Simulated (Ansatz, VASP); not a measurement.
One calculation of CoO, two programs

```xyz
2
Lattice="-1.5080 1.5080 2.1072 1.5080 -1.5080 2.1072 1.5080 1.5080 -2.1072" Properties=species:S:1:pos:R:3 pbc="T T T"
Co    0.0000    0.0000    0.0000
O     0.0000    0.0000    2.1072
```

Alike in both runs: task relaxation of cell and atoms; functional PBEsol; k mesh 4 × 4 × 4; occupations gaussian, width 0.1 eV; collinear spin.

|  | VASP | Ansatz |
| --- | --- | --- |
| version | VASP 6.6.1 | Ansatz 0.2.0 |
| potentials or method | VASP PAW PBE potentials, release 64 (Co, O), cutoff 600 eV | scalar-relativistic, plane waves, PAW |
| valence electrons in the cell | 15 | 23 |

VASP gave:

| Property | Result |
| --- | --- |
| gap on the k mesh at the Fermi level, each at its own relaxed structure (eV) | none |
| net moment per atom (μB) | 1.19 |
| size of the moment on the site where the two differ most (μB) | 2.15 |
| relaxed volume (Å³/atom) | 8.80 |
| relaxed length of the cell vector where the two differ most in proportion (Å) | 2.920 |

Problem. Estimate Ansatz's values.

Solution. gap on the k mesh at the Fermi level, each at its own relaxed structure (eV): none; net moment per atom (μB): 1.19; size of the moment on the site where the two differ most (μB): 2.07; relaxed volume (Å³/atom): 8.82; relaxed length of the cell vector where the two differ most in proportion (Å): 2.922.

VASP's potentials were made for PBE, not for PBEsol. Site moments also hang on the region over which each program counts them. A gap of «none» marks a metal or a gap that the smearing closes. VASP's potentials hold 15 valence electrons a cell and Ansatz's 23, so a difference there can come from the potentials and not from the codes.

The k mesh is coarse, so the values compare programs but aren't converged.
